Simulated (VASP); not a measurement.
# Be2Bi (Fd-3m) in VASP: a series of runs

The runs below take Be2Bi through single point, relaxation of cell and atoms, with PBE.

Everything below comes from runs of VASP 6.6.1. Logs are shortened: lines on timing, memory, paths and dates and some standing lists are left out, and cuts for length are marked.

### 1 The cell of the first run

The structure is cubic, space group Fd-3m (No. 227). The conventional cell has a = 7.358 Å, b = 7.358 Å, c = 7.358 Å, α = 90.00°, β = 90.00°, γ = 90.00°. Within 3.4 Å of Be (site symmetry -3m) lie 6 Be at 2.60 Å and 6 Bi at 3.05 Å. Within 4.0 Å of Bi (site symmetry -43m) lie 12 Be at 3.05 Å and 4 Bi at 3.19 Å.

### 2 Single point, PBE

INCAR reads:

```
PREC = Accurate ; ENCUT = 520
EDIFF = 1E-7 ; ISMEAR = 0
SIGMA = 0.1 ; LREAL = F
LASPH = T ; NELM = 80
ALGO = Fast ; ISIF = 2
LWAVE = F ; LCHARG = F
GGA = PE ; NBANDS = 28
```

KPOINTS reads:

```
regular mesh
0
Gamma
  10 10 10
```

POSCAR reads:

```
Be2Bi
1.0
    0.0000000000      3.6789491346      3.6789491346
    3.6789491346      0.0000000000      3.6789491346
    3.6789491346      3.6789491346      0.0000000000
Be Bi
4 2
Direct
    0.1250000000      0.1250000000      0.1250000000
    0.6250000000      0.1250000000      0.1250000000
    0.1250000000      0.1250000000      0.6250000000
    0.1250000000      0.6250000000      0.1250000000
    0.5000000000      0.5000000000      0.5000000000
    0.7500000000      0.7500000000      0.7500000000
```

Potentials or basis: VASP PAW PBE potentials, release 64 (Be, Bi_d).

On the command line:

```
$ cat potpaw_PBE.64/Be/POTCAR potpaw_PBE.64/Bi_d/POTCAR > POTCAR
$ mpirun -np 1 vasp_std > vasp.out
```

OUTCAR:

```text
PREC = Accurate
   ENCUT = 520
   EDIFF = 1E-7
   ISMEAR = 0
   LREAL = F
   LASPH = T
   NELM = 80
   ISIF = 2
   GGA = PE

 ion  position               nearest neighbor table
   1  0.125  0.125  0.125-   6 3.05   6 3.05   6 3.05   5 3.05   5 3.05   5 3.05
   2  0.625  0.125  0.125-   6 3.05   6 3.05   5 3.05   6 3.05   5 3.05   5 3.05
   3  0.125  0.125  0.625-   6 3.05   6 3.05   5 3.05   6 3.05   5 3.05   5 3.05
   4  0.125  0.625  0.125-   6 3.05   6 3.05   5 3.05   6 3.05   5 3.05   5 3.05
   5  0.500  0.500  0.500-   1 3.05   3 3.05   4 3.05   1 3.05   2 3.05   3 3.05   1 3.05   2 3.05
                             4 3.05   2 3.05   3 3.05   4 3.05   6 3.19   6 3.19   6 3.19   6 3.19
   6  0.750  0.750  0.750-   2 3.05   3 3.05   4 3.05   1 3.05   2 3.05   4 3.05   1 3.05   2 3.05
                             3 3.05   1 3.05   3 3.05   4 3.05   5 3.19   5 3.19   5 3.19   5 3.19

  LATTYP: Found a face centered cubic cell.
 ALAT       =     7.3578982692

  Lattice vectors:

 A1 = (   0.0000000000,   3.6789491346,   3.6789491346)
 A2 = (   3.6789491346,   0.0000000000,   3.6789491346)
 A3 = (   3.6789491346,   3.6789491346,   0.0000000000)

Analysis of symmetry for initial positions (statically):
=====================================================================
 Subroutine PRICEL returns:
 Original cell was already a primitive cell.

 Routine SETGRP: Setting up the symmetry group for a
 face centered cubic supercell.

 Subroutine GETGRP returns: Found 48 space group operations
 (whereof 24 operations were pure point group operations)
 out of a pool of 48 trial point group operations.

The static configuration has the point symmetry T_d .
 The point group associated with its full space group is O_h .

Analysis of symmetry for dynamics (positions and initial velocities):
=====================================================================
 Subroutine PRICEL returns:
 Original cell was already a primitive cell.

 Routine SETGRP: Setting up the symmetry group for a
 face centered cubic supercell.

 Subroutine GETGRP returns: Found 48 space group operations
 (whereof 24 operations were pure point group operations)
 out of a pool of 48 trial point group operations.

The dynamic configuration has the point symmetry T_d .
 The point group associated with its full space group is O_h .

 Subroutine INISYM returns: Found 48 space group operations
 (whereof 24 operations are pure point group operations),
 and found     1 'primitive' translations

----------------------------------------------------------------------------------------

                                     Primitive cell

  volume of cell :      99.5867

  direct lattice vectors                    reciprocal lattice vectors
     0.000000000  3.678949135  3.678949135    -0.135908375  0.135908375  0.135908375
     3.678949135  0.000000000  3.678949135     0.135908375 -0.135908375  0.135908375
     3.678949135  3.678949135  0.000000000     0.135908375  0.135908375 -0.135908375

  length of vectors
     5.202819761  5.202819761  5.202819761     0.235400211  0.235400211  0.235400211

  position of ions in fractional coordinates (direct lattice)
     0.125000000  0.125000000  0.125000000
     0.625000000  0.125000000  0.125000000
     0.125000000  0.125000000  0.625000000
     0.125000000  0.625000000  0.125000000
     0.500000000  0.500000000  0.500000000
     0.750000000  0.750000000  0.750000000

  ion indices of the primitive-cell ions
   primitive index   ion index
                 1           1
                 2           2
                 3           3
                 4           4
                 5           5
                 6           6

----------------------------------------------------------------------------------------

 KPOINTS: regular mesh

Automatic generation of k-mesh.
 Grid dimensions read from file:
 generate k-points for:   10   10   10

 Generating k-lattice:

  Cartesian coordinates                     Fractional coordinates (reciprocal lattice)
    -0.013590838  0.013590838  0.013590838     0.100000000  0.000000000  0.000000000
     0.013590838 -0.013590838  0.013590838     0.000000000  0.100000000  0.000000000
     0.013590838  0.013590838 -0.013590838     0.000000000  0.000000000  0.100000000

  Length of vectors
     0.023540021  0.023540021  0.023540021

  Shift w.r.t. Gamma in fractional coordinates (k-lattice)
     0.000000000  0.000000000  0.000000000

 Subroutine IBZKPT returns following result:
 ===========================================

 Found     47 irreducible k-points:

 Following reciprocal coordinates:
            Coordinates               Weight
  0.000000  0.000000  0.000000      1.000000
  0.100000  0.000000  0.000000      8.000000
  0.200000  0.000000  0.000000      8.000000
  0.300000  0.000000  0.000000      8.000000
  0.400000  0.000000  0.000000      8.000000
  0.500000  0.000000  0.000000      4.000000
[... 16 lines left out ...]
  0.300000  0.300000  0.000000      6.000000
  0.400000  0.300000  0.000000     24.000000
 [... further k-points ...]
   k-points           NKPTS =     47   k-points in BZ     NKDIM =     47   number of bands    NBANDS=     28
   number of dos      NEDOS =    301   number of ions     NIONS =      6
   total plane-waves  NPLWV =  64000
   dimension x,y,z NGX =    40 NGY =   40 NGZ =   40
   dimension x,y,z NGXF=    80 NGYF=   80 NGZF=   80
   ions per type =               4   2
   NGX,Y,Z   is equivalent  to a cutoff of  12.78, 12.78, 12.78 a.u.
   NGXF,Y,Z  is equivalent  to a cutoff of  25.56, 25.56, 25.56 a.u.
 SYSTEM =  unknown system
   PREC   = accura    normal or accurate (medium, high low for compatibility)
   ISTART =      0    job   : 0-new  1-cont  2-samecut
   ICHARG =      2    charge: 1-file 2-atom 10-const
   ISPIN  =      1    spin polarized calculation?
   LNONCOLLINEAR =      F non collinear calculations
   LSORBIT =      F    spin-orbit coupling
   LASPH  =      T    aspherical Exc in radial PAW
   ENCUT  =  520.0 eV  38.22 Ry    6.18 a.u.   9.67  9.67  9.67*2*pi/ulx,y,z
   NELM   =     80;   NELMIN=  2; NELMDL= -5     # of ELM steps
   EDIFF  = 0.1E-06   stopping-criterion for ELM
   LREAL  =      F    real-space projection
   EDIFFG = 0.1E-05   stopping-criterion for IOM
   NSW    =      0    number of steps for IOM
   IBRION =     -1    ionic relax: 0-MD 1-quasi-New 2-CG
   NFREE  =      0    steps in history (QN), initial steepest desc. (CG)
   ISIF   =      2    stress and relaxation
   ISYM   =      2    0-nonsym 1-usesym 2-fastsym
   POTIM  = 0.5000    time-step for ionic-motion
   TEBEG  =    0.0;   TEEND  =   0.0 temperature during run
   PSTRESS=    0.0 pullay stress
   NELECT =      38.0000    total number of electrons
   NUPDOWN=      -1.0000    fix difference up-down
   EMIN   =  10.00;   EMAX   =-10.00  energy-range for DOS
   EFERMI =   0.00;   METHOD = LEGACY
   ISMEAR =     0;   SIGMA  =   0.10  broadening in eV -4-tet -1-fermi 0-gaus
   EFERMI_NEDOS =   21; number of points for ismear=-14 and -15
   IALGO  =     68    algorithm
   IMIX   =      4    mixing-type and parameters
     AMIX     =   0.40;   BMIX     =  1.00
     AMIX_MAG =   1.60;   BMIX_MAG =  1.00
  volume/ion in A,a.u.               =      16.60       112.01
  Fermi-wavevector in a.u.,A,eV,Ry     =   1.187414  2.243888 19.183569  1.409953
  Thomas-Fermi vector in A             =   2.323566
   LORBIT       =      0    0 simple, 1 ext, 2 COOP (PROOUT), +10 PAW based schemes
   GGA     = PE    functional components
   LHFCALC =     F    Hartree Fock is set to
   AEXX    =    0.0000 exact exchange contribution
   IVDW    =     0    specifies the selected vdW correction
   LEPSILON=     F    determine dielectric tensor
   LRPA    =     F    only Hartree local field effects (RPA)
 non-spin polarized calculation
 RMM-DIIS sequential band-by-band and
 Gauss-broadening in eV      SIGMA  =   0.10
  energy-cutoff  :      520.00
  volume of cell :       99.59
 maximum number of plane-waves:      2733
   NGX = 19   NGY = 19   NGZ = 19

 number of electron      38.0000004 magnetization

 Free energy of the ion-electron system (eV)
  ---------------------------------------------------
  ext. energy  EPLUGINS =         0.00000000
  ---------------------------------------------------
  free energy    TOTEN  =       -18.35964478 eV

  energy without entropy =      -18.34894678  energy(sigma->0) =      -18.35429578

 E-fermi :   7.7225     XC(G=0): -10.3267

 val. band max:        7.7070186347   @ k =   0.4000   0.3000   0.1000
 cond. band min:       7.7333990222   @ k =   0.2000   0.1000   0.0000
 fundamental gap:      0.0263803875
 Fermi energy:         7.7225214618

 k-point     1 :       0.0000    0.0000    0.0000
  band No.  band energies     occupation
      1     -15.6799      2.00000
      2     -15.6799      2.00000
      3     -15.6799      2.00000
      4     -15.6472      2.00000
      5     -15.6472      2.00000
      6     -15.4881      2.00000
[... 20 lines left out ...]
     27      14.4182      0.00000
     28      14.4220      0.00000

 k-point     2 :       0.1000    0.0000    0.0000
  band No.  band energies     occupation
      1     -15.6836      2.00000
      2     -15.6836      2.00000
      3     -15.6785      2.00000
      4     -15.6420      2.00000
      5     -15.6420      2.00000
      6     -15.4982      2.00000
[... 20 lines left out ...]
     27      14.2224      0.00000
     28      14.2277      0.00000

 k-point     3 :       0.2000    0.0000    0.0000
  band No.  band energies     occupation
      1     -15.6902      2.00000
      2     -15.6902      2.00000
      3     -15.6750      2.00000
      4     -15.6319      2.00000
      5     -15.6319      2.00000
      6     -15.5086      2.00000
[... 616 lines left out ...]
      3     -15.6743      2.00000
      4     -15.6137      2.00000
      5     -15.5839      2.00000
      6     -15.5701      2.00000
[... 20 lines left out ...]
     27      12.4631      0.00000
     28      12.4647      0.00000

 k-point    24 :       0.4000    0.3000    0.0000
  band No.  band energies     occupation
      1     -15.7059      2.00000
      2     -15.7025      2.00000
      3     -15.6622      2.00000
      4     -15.6029      2.00000
      5     -15.5833      2.00000
      6     -15.5711      2.00000
[... 20 lines left out ...]
     27      12.3215      0.00000
     28      12.6592      0.00000

 [... further k-points ...]

------------------------ aborting loop because EDIFF is reached ----------------------------------------

  FORCE on cell =-STRESS in cart. coord.  units (eV):
  Direction    XX          YY          ZZ          XY          YZ          ZX
  --------------------------------------------------------------------------------------
  -------------------------------------------------------------------------------------
  Total       -0.0342027     -0.0342027     -0.0342027      0.0000000      0.0000000      0.0000000
  in kB       -0.5502614     -0.5502614     -0.5502614      0.0000000      0.0000000      0.0000000
  external PRESSURE =      -0.5502614 kB  Pullay stress =       0.0000000 kB

 VOLUME and BASIS-vectors are now :
 -----------------------------------------------------------------------------
  energy-cutoff  :      520.00
  volume of cell :       99.59
      direct lattice vectors                 reciprocal lattice vectors
     0.000000000  3.678949135  3.678949135    -0.135908375  0.135908375  0.135908375
     3.678949135  0.000000000  3.678949135     0.135908375 -0.135908375  0.135908375
     3.678949135  3.678949135  0.000000000     0.135908375  0.135908375 -0.135908375

 POSITION                                       TOTAL-FORCE (eV/Angst)
 -----------------------------------------------------------------------------------
      0.91974      0.91974      0.91974        -0.000000      0.000000      0.000000
      0.91974      2.75921      2.75921        -0.000000      0.000000      0.000000
      2.75921      2.75921      0.91974         0.000000      0.000000      0.000000
      2.75921      0.91974      2.75921        -0.000000      0.000000      0.000000
      3.67895      3.67895      3.67895         0.000000      0.000000      0.000000
      5.51842      5.51842      5.51842        -0.000000     -0.000000     -0.000000
 -----------------------------------------------------------------------------------
    total drift:                               -0.000000     -0.000000      0.000000

  FREE ENERGIE OF THE ION-ELECTRON SYSTEM (eV)
  ---------------------------------------------------
  free  energy   TOTEN  =       -18.3596447767 eV

  energy  without entropy=      -18.3489467841  energy(sigma->0) =      -18.35429578
```

Run time: 76 s. Hardware: 1 thread of Intel Xeon 6975P-C (Granite Rapids), shared host; peak memory 0.3 GiB.

Results:

- Free energy: -18.3596 eV
- Pressure: -0.1 GPa
- Band gap on the k mesh: zero (bands 19 and 20 overlap by 4.39 eV)

Caveat: spin-orbit coupling is left out, which moves the levels of the heavy elements.

### 3 Relaxation of cell and atoms, PBE

This run uses another cell than the first one, of 16.83 Å³/atom.

INCAR reads:

```
SYSTEM = Be2Bi
PREC = Accurate
ENCUT = 600
EDIFF = 1E-6
ISMEAR = 0
SIGMA = 0.1
LREAL = .False.
LASPH = .True.
NELM = 80
ALGO = Fast
ISIF = 3
LWAVE = .False.
LCHARG = .False.
GGA = PE
IBRION = 2
NSW = 100
EDIFFG = -0.01
```

KPOINTS reads:

```
Automatic mesh
0
Gamma
  10 10 10
  0 0 0
```

Changes to POSCAR since step 2:

```diff
@@ -2,5 +2,5 @@
 1.0
-    0.0000000000      3.6789491346      3.6789491346
-    3.6789491346      0.0000000000      3.6789491346
-    3.6789491346      3.6789491346      0.0000000000
+    0.0000000000      3.6959503697      3.6959503697
+    3.6959503697      0.0000000000      3.6959503697
+    3.6959503697      3.6959503697      0.0000000000
 Be Bi
```

Potentials or basis: VASP PAW PBE potentials, release 64 (Be, Bi_d).

On the command line:

```
$ cat potpaw_PBE.64/Be/POTCAR potpaw_PBE.64/Bi_d/POTCAR > POTCAR
$ mpirun -np 1 vasp_std > vasp.out
```

It took 2.3 min on 1 thread of Intel Xeon 6975P-C (Granite Rapids), shared host; peak memory 0.34 GiB.

It converged, with:

| Property | Result |
| --- | --- |
| Free energy | -18.3598 eV |
| Relaxed volume | 16.57 Å³/atom |
| Relaxed cell | a = 5.200 Å, b = 5.200 Å, c = 5.200 Å, α = 60.00°, β = 60.00°, γ = 60.00° |
| Space group after relaxing (to 0.1 Å) | Fd-3m (No. 227) |
| Energy gained by relaxing | 0.8 meV/atom |
| Ionic steps | 2 |
| Pressure after relaxing | 0.1 GPa |
| Band gap on the k mesh | zero (bands 19 and 20 overlap by 4.39 eV) |

Step by step:
```csv
step,energy change (eV),largest force (eV/Å),pressure (GPa),volume (Å³)
1,0.0000,0.0000,-1.00,100.97
2,-0.0046,0.0000,0.09,99.44
```

Final structure:
```
CELL_PARAMETERS angstrom
0.00000 3.67720 3.67720
3.67720 0.00000 3.67720
3.67720 3.67720 0.00000
ATOMIC_POSITIONS crystal
Be 0.12500 0.12500 0.12500
Be 0.62500 0.12500 0.12500
Be 0.12500 0.12500 0.62500
Be 0.12500 0.62500 0.12500
Bi 0.50000 0.50000 0.50000
Bi 0.75000 0.75000 0.75000
```

Levels at points of the mesh, in eV from the Fermi level:
```
           k point  band 15  band 16  band 17  band 18  band 19  band 20  band 21  band 22  band 23
(0.00, 0.00, 0.00)    -3.48    -3.48    -3.09    -3.09    -3.09    -2.64     0.03     0.03     0.69
(0.50, 0.00, 0.00)    -4.68    -3.84    -2.65    -2.65    -0.38     0.38     1.69     1.69     2.16
(0.50, 0.50, 0.00)    -5.82    -5.82    -0.06    -0.06     1.75     1.75     2.36     2.36     3.15
```

Caveat: spin-orbit coupling is left out, which moves the levels of the heavy elements.

The gap in the log of VASP goes by the Fermi energy; the results here count the filled bands.